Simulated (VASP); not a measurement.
# TaSi2 in VASP: notebook

TaSi2 is run at these levels: PBE; tasks: single point.

Everything below comes from runs of VASP 6.6.1. Logs are shortened: lines on timing, memory, paths and dates and some standing lists are left out, and cuts for length are marked.

### Step 1. The cell of the first run

The cell holds an amorphous packing of atoms, 24 atoms: a = 7.240 Å, b = 7.515 Å, c = 7.399 Å, α = 89.60°, β = 91.79°, γ = 91.23°.

### Step 2. Single point, PBE

The input, INCAR:

```
SYSTEM = TaSi2
PREC     = Accurate       ! precision mode
ENCUT    = 520            ! plane-wave cutoff, eV
EDIFF    = 1E-7           ! SCF threshold, eV
ISMEAR   = -1             ! smearing method
SIGMA    = 0.2775         ! smearing width, eV
LREAL    = Auto         
LASPH    = .TRUE.         ! aspherical terms in the spheres
NELM     = 80             ! most SCF steps
ALGO     = Normal         ! electronic algorithm
ISIF     = 2              ! what is computed and relaxed
LWAVE    = .FALSE.        ! write WAVECAR
LCHARG   = .FALSE.        ! write CHGCAR
GGA      = PE             ! functional
NBANDS   = 94             ! bands
ISYM     = 0
```

The input, KPOINTS:

```
Automatic mesh
0
Gamma
  1 1 1
  0.25 0.25 0.25
```

The input, POSCAR:

```
TaSi2
1.0
    7.2389490000     -0.0789630000     -0.1139910000
   -0.0789630000      7.5148510000      0.0255970000
   -0.1139910000      0.0255970000      7.3977730000
Si Ta
16 8
Direct
    0.4471634093      0.6295305293      0.6964189779
    0.4610903291      0.8840803884      0.3223301583
    0.9479099706      0.7728841754      0.9089110587
    0.1258685135     -0.1577609551      0.5851867967
    0.5433550172      0.2713332397      0.6987566751
    0.9730617370     -0.0049016238      0.2835428645
    0.2586207877      0.0146916200      0.1397092586
    0.4408579721      0.4213171407      0.0416428547
    0.1065284785      0.5938626457      0.6890460393
    0.7565845017      0.3254087330      0.1955713343
    0.2714373433      0.2546198666      0.3589540946
    0.2690627695      0.8936369753      0.8735901073
    0.2448317128      0.2921391898      0.6931345048
    0.5773789111      0.9363727089      0.7282565533
    0.0834869104      0.4223562761     -0.0309062332
    0.6792685884      0.6822663939      0.1059808854
    0.7263873766      0.1155725154      0.4822242199
    0.8021722499      0.7658232125      0.5757937747
    0.5314725431      0.5486810424      0.3990853055
    0.0030083090      0.4185281114      0.4457611576
    0.5914394653      0.0729262464      1.0620369242
    0.7557510849      0.5195097889      0.8082086230
    0.9354826667      0.1336574509      0.7421842188
    0.1346752073      0.6675038598      0.2296483908
```

Potentials or basis: VASP PAW PBE potentials, release 64 (Si, Ta_pv).

Launch:

```console
> cat potpaw_PBE.64/Si/POTCAR potpaw_PBE.64/Ta_pv/POTCAR > POTCAR
> mpirun -np 1 vasp_std > vasp.out
```

OUTCAR:

```text
SYSTEM = TaSi2
   PREC = Accurate
   ENCUT = 520
   EDIFF = 1E-7
   ISMEAR = -1
   LREAL = Auto
   LASPH = .TRUE.
   NELM = 80
   ISIF = 2
   GGA = PE
   ISYM = 0

 ion  position               nearest neighbor table
   1  0.447  0.630  0.696-  19 2.39   9 2.47  14 2.48  22 2.51  12 2.75   5 2.79  13 2.90  18 2.91
                             4 2.94   8 2.99
   2  0.461  0.884  0.322-   7 2.20  21 2.58  19 2.64  16 2.77  17 2.80  24 2.91  14 3.12  11 3.15
                            18 3.19
   3  0.948  0.773  0.909-  22 2.44   9 2.45  12 2.50  16 2.55  18 2.65   4 2.80  24 2.81  15 2.86
                            23 2.97
   4  0.126  0.842  0.585-   9 2.02  12 2.37  18 2.40   6 2.72   3 2.80  23 2.88   1 2.94  24 2.95

   5  0.543  0.271  0.699-  13 2.17  17 2.43  22 2.51  14 2.54   1 2.79   8 2.91  19 3.03  23 3.05
                            21 3.08  11 3.15
   6  0.973  0.995  0.284-   7 2.36  17 2.53   4 2.72  24 2.78  11 2.92  10 3.02  18 3.03  21 3.23

   7  0.259  0.015  0.140-  12 2.18   2 2.20   6 2.36  11 2.43  21 2.52  24 2.82
   8  0.441  0.421  0.042-  16 2.62  15 2.63  10 2.63  21 2.86  19 2.87   5 2.91  11 2.94  22 2.98
                             1 2.99  13 3.06  24 3.27
   9  0.107  0.594  0.689-   4 2.02  20 2.33  15 2.44   3 2.45   1 2.47  13 2.50  18 2.69  22 2.76
                            12 2.86
  10  0.757  0.325  0.196-  21 2.42  20 2.62   8 2.63  17 2.65  16 2.82  19 2.84  15 3.02   6 3.02
                            22 3.21
  11  0.271  0.255  0.359-  20 2.43   7 2.43  13 2.50  19 2.88   6 2.92   8 2.94   5 3.15   2 3.15
[... 5 lines left out ...]
  14  0.577  0.936  0.728-  18 2.41   1 2.48  17 2.51  12 2.52   5 2.54  21 2.68  23 2.96   2 3.12

  15  0.083  0.422  0.969-   9 2.44  13 2.59   8 2.63  24 2.69  22 2.73   3 2.86  23 2.92  10 3.02

  16  0.679  0.682  0.106-   3 2.55  22 2.61   8 2.62  19 2.63   2 2.77  10 2.82  21 3.03
  17  0.726  0.116  0.482-  23 2.41   5 2.43  14 2.51   6 2.53  10 2.65  18 2.78   2 2.80  20 3.02
                            21 3.25
  18  0.802  0.766  0.576-   4 2.40  14 2.41  22 2.54   3 2.65   9 2.69  17 2.78  19 2.82   1 2.91
                             6 3.03  23 3.15  20 3.18   2 3.19
  19  0.531  0.549  0.399-   1 2.39  16 2.63   2 2.64  18 2.82  10 2.84   8 2.87  11 2.88   5 3.03
                            24 3.24  22 3.40  20 3.58
  20  0.003  0.419  0.446-   9 2.33  11 2.43  10 2.62  24 2.63  13 2.68  17 3.02  23 3.10  18 3.18
                            22 3.37  19 3.58
  21  0.591  0.073  0.062-  10 2.42   7 2.52   2 2.58  14 2.68   8 2.86  12 2.98  16 3.03   5 3.08
                             6 3.23  17 3.25  23 3.51
  22  0.756  0.520  0.808-   3 2.44   1 2.51   5 2.51  18 2.54  16 2.61  15 2.73   9 2.76   8 2.98
                            10 3.21  23 3.25  20 3.37  19 3.40
  23  0.935  0.134  0.742-  17 2.41  13 2.55   4 2.88  15 2.92  14 2.96   3 2.97   5 3.05  20 3.10
                            18 3.15  12 3.17  22 3.25  21 3.51
  24  0.135  0.668  0.230-  20 2.63  15 2.69   6 2.78   3 2.81   7 2.82   2 2.91   4 2.95  19 3.24
                             8 3.27  12 3.29

[... 131 lines left out ...]
   EFERMI =   0.00;   METHOD = LEGACY
   ISMEAR =    -1;   SIGMA  =   0.28  broadening in eV -4-tet -1-fermi 0-gaus
   EFERMI_NEDOS =   21; number of points for ismear=-14 and -15
   IALGO  =     38    algorithm
   IMIX   =      4    mixing-type and parameters
     AMIX     =   0.40;   BMIX     =  1.00
     AMIX_MAG =   1.60;   BMIX_MAG =  1.00
  volume/ion in A,a.u.               =      16.76       113.12
  Fermi-wavevector in a.u.,A,eV,Ry     =   1.183524  2.236536 19.058070  1.400729
  Thomas-Fermi vector in A             =   2.319756
   LORBIT       =      0    0 simple, 1 ext, 2 COOP (PROOUT), +10 PAW based schemes
   GGA     = PE    functional components
   LHFCALC =     F    Hartree Fock is set to
   AEXX    =    0.0000 exact exchange contribution
   IVDW    =     0    specifies the selected vdW correction
   LEPSILON=     F    determine dielectric tensor
   LRPA    =     F    only Hartree local field effects (RPA)
 non-spin polarized calculation
  energy-cutoff  :      520.00
  volume of cell :      402.29
 maximum number of plane-waves:     10841
 NGX is ok and might be reduce to    54
   NGX = 27   NGY = 27   NGZ = 27

 number of electron     151.9999999 magnetization

 Free energy of the ion-electron system (eV)
  ---------------------------------------------------
  ext. energy  EPLUGINS =         0.00000000
  ---------------------------------------------------
  free energy    TOTEN  =      -170.15266007 eV

  energy without entropy =     -166.45548992  energy(sigma->0) =     -168.30407499

 E-fermi :   7.5226     XC(G=0): -11.2734

 val. band max:        7.4161753244   @ k =   0.2500   0.2500   0.2500
 cond. band min:       7.5427764582   @ k =   0.2500   0.2500   0.2500
 fundamental gap:      0.1266011339
 Fermi energy:         7.5225907352

 k-point     1 :       0.2500    0.2500    0.2500
  band No.  band energies     occupation
      1     -27.3309      2.00000
      2     -27.2933      2.00000
      3     -27.2231      2.00000
      4     -27.2079      2.00000
      5     -27.1446      2.00000
      6     -26.9590      2.00000
[... 80 lines left out ...]
     87       8.9709      0.01077
     88       9.1259      0.00617
 [bands above 88 left out]

------------------------ aborting loop because EDIFF is reached ----------------------------------------

  FORCE on cell =-STRESS in cart. coord.  units (eV):
  Direction    XX          YY          ZZ          XY          YZ          ZX
  --------------------------------------------------------------------------------------
  -------------------------------------------------------------------------------------
  Total       21.8466739     19.3080740     23.6645320      6.1475679      3.0153182      6.4202732
  in kB       87.0079271     76.8975409     94.2478424     24.4836875     12.0089943     25.5697809
  external PRESSURE =      86.0511035 kB  Pullay stress =       0.0000000 kB

 VOLUME and BASIS-vectors are now :
 -----------------------------------------------------------------------------
  energy-cutoff  :      520.00
  volume of cell :      402.29
      direct lattice vectors                 reciprocal lattice vectors
     7.238949000 -0.078963000 -0.113991000     0.138190813  0.001444817  0.002124359
    -0.078963000  7.514851000  0.025597000     0.001444817  0.133086512 -0.000438229
    -0.113991000  0.025597000  7.397773000     0.002124359 -0.000438229  0.135210066

 POSITION                                       TOTAL-FORCE (eV/Angst)
 -----------------------------------------------------------------------------------
      3.10790      4.71334      5.11709        -0.245829      1.013295      1.613159
      3.23126      6.61557      2.35460         1.586972     -1.783855      1.818007
      6.69724      5.75652      6.63565        -0.218102      2.144944      1.491197
      0.77794      6.33434      4.33629         2.317681      5.788529     -2.811317
      3.83224      2.01401      5.11425         0.791835     -0.454089      0.810527
      6.93305      7.40844      2.01214        -0.570742     -0.739860     -0.350934
[... 16 lines left out ...]
      6.67676      0.94955      5.38729         1.314362     -1.097260      3.875661
      0.89602      5.01144      1.70062         1.327856      1.194109     -0.216185
 -----------------------------------------------------------------------------------
    total drift:                               -0.010289     -0.009538     -0.007300

  FREE ENERGIE OF THE ION-ELECTRON SYSTEM (eV)
  ---------------------------------------------------
  free  energy   TOTEN  =      -170.1526600674 eV

  energy  without entropy=     -166.4554899165  energy(sigma->0) =     -168.30407499
```

Wall time 83 s (1 thread of Intel Xeon Platinum 8488C (Sapphire Rapids), shared host); peak memory 0.39 GiB.

What came out:

| Property | Result |
| --- | --- |
| Free energy | -170.1527 eV |
| Pressure | 8.6 GPa |
| Largest force | 6.840 eV/Å |
| Band gap on the k mesh | 0.13 eV |

Forces in eV/Å, atoms in the order of the input:
```
Si  -0.246  1.013  1.613
Si   1.587 -1.784  1.818
Si  -0.218  2.145  1.491
Si   2.318  5.789 -2.811
Si   0.792 -0.454  0.811
Si  -0.571 -0.740 -0.351
Si  -1.661  1.547  0.535
Si   0.319  0.220  0.465
Si   0.303 -3.563  2.893
Si   0.631  1.587  0.018
Si   1.820  0.180 -0.715
Si   0.864 -0.221 -1.371
Si  -1.991 -0.070  0.072
Si  -0.857  1.552  2.288
Si  -0.192 -0.531  0.561
Si  -0.133  0.791  0.777
Ta  -2.856  1.288 -5.373
Ta  -0.347  0.203 -2.727
Ta  -0.008 -2.995 -2.201
Ta  -2.720 -1.684 -1.605
Ta   0.378 -0.134 -1.555
Ta   0.146 -4.236  1.708
Ta   1.314 -1.097  3.876
Ta   1.328  1.194 -0.216
```

Stress tensor (GPa, compression positive):
```
8.70 2.45 2.56
2.45 7.69 1.20
2.56 1.20 9.42
```

Levels at points of the mesh, in eV from the valence-band top:
| k point | band 72 | band 73 | band 74 | band 75 | band 76 | band 77 | band 78 | band 79 | band 80 | band 81 |
| --- | --- | --- | --- | --- | --- | --- | --- | --- | --- | --- |
| (0.25, 0.25, 0.25) | -0.46 | -0.36 | -0.31 | -0.13 | 0.00 | 0.13 | 0.41 | 0.45 | 0.58 | 0.69 |

Caveat: the k points lie up to 0.87 Å⁻¹ apart; spin-orbit coupling is left out, which moves the levels of the heavy elements.

### Step 3. Single point, PBE

The input, INCAR:

```
SYSTEM = TaSi2
PREC = Accurate ; ENCUT = 520
EDIFF = 1E-6 ; ISMEAR = -1
SIGMA = 0.2775 ; LREAL = Auto
LASPH = .TRUE. ; NELM = 80
ALGO = Normal ; ISIF = 2
LWAVE = .FALSE. ; LCHARG = .FALSE.
GGA = PE ; ISYM = 0
NBANDS = 94
```

KPOINTS is that of step 2.

The input, POSCAR:

```
TaSi2
1.0
    7.2389490000     -0.0789630000     -0.1139910000
   -0.0789630000      7.5148510000      0.0255970000
   -0.1139910000      0.0255970000      7.3977730000
Si Ta
16 8
Direct
    0.4599235434      0.7711970127      0.8785522095
    0.5338503571      0.9125344264      0.2846106514
    0.8530406982      0.7631633834      0.8452372449
    0.1414713863      0.0038405924      0.4516750051
    0.5693045601      0.4704749980      0.8173413604
    0.9650313789     -0.0554565582      0.1455461547
    0.2539247812     -0.0376450367      0.1293707903
    0.2983148721      0.3924121210      0.0781035911
    0.2703277683      0.6420320199      0.6068650443
    0.6677519342      0.3827803215      0.2422008195
    0.4194468687      0.2404853573      0.3610639938
    0.1960941915      0.8700988312      0.7840025712
    0.2181512429      0.2423516218      0.8377758825
    0.5564009888      1.0700371183      0.6650616294
   -0.0568566095      0.2494360578      0.1335165385
    0.8135641899      0.6466741055      0.2081072342
    0.7706782662      0.1242753564      0.4209587547
    0.8557123162      0.7884644601      0.5250879120
    0.5822692055      0.5375033705      0.4882596391
    0.0132923514      0.4003735590      0.4679049825
    0.5304103416      0.0528767989      0.9763849902
    0.9205260991      0.4446049715      0.8591392487
    0.9019583118      0.0770750214      0.8239259627
    0.2024296942      0.6865813277      0.2330772708
```

Potentials or basis: VASP PAW PBE potentials, release 64 (Si, Ta_pv).

Launch:

```console
> cat potpaw_PBE.64/Si/POTCAR potpaw_PBE.64/Ta_pv/POTCAR > POTCAR
> mpirun -np 1 vasp_std > vasp.out
```

It took 74 s on 1 thread of Intel Xeon Platinum 8488C (Sapphire Rapids), shared host; peak memory 0.39 GiB.

Results (log left out):

```yaml
Free_energy: -169.3111 eV
Pressure: 8.9 GPa
Largest_force: 5.933 eV/Å
Band_gap_on_the_k_mesh: 0.28 eV
```

Forces on the atoms (eV/Å):
```
Si   1.904 -4.137  0.373
Si   0.386 -2.896  1.718
Si  -1.295 -0.513  2.974
Si  -0.077  0.576  0.796
Si  -0.910 -0.372  1.408
Si  -4.096 -1.202  0.631
Si   2.373  3.861 -1.324
Si   1.088  1.190  1.409
Si  -1.099 -1.594 -1.657
Si   0.814 -1.509 -4.344
Si  -1.981 -0.597  0.933
Si  -2.892  2.503 -0.468
Si   0.685 -1.388 -2.137
Si  -0.085 -0.024 -1.794
Si   0.200  0.429  0.753
Si   1.163  0.177 -0.348
Ta   0.212  0.250 -1.197
Ta   1.626 -0.614 -2.524
Ta  -0.836  1.936  1.790
Ta   1.284  0.751  0.962
Ta   1.364  5.232  2.442
Ta   0.632  0.696 -1.219
Ta   0.537  0.813 -1.784
Ta  -0.995 -3.566  2.606
```

Stress tensor (GPa, compression positive):
```
 3.66  4.60 -3.07
 4.60 13.70  1.85
-3.07  1.85  9.47
```

Levels at points of the mesh, in eV from the valence-band top:
```tsv
k point	band 73	band 74	band 75	band 76	band 77	band 78	band 79	band 80
(0.25, 0.25, 0.25)	-0.40	-0.20	-0.10	0.00	0.28	0.41	0.49	0.66
```

Caveat: the k points lie up to 0.87 Å⁻¹ apart; spin-orbit coupling is left out, which moves the levels of the heavy elements.

(Part 1 of 2 ends here.)
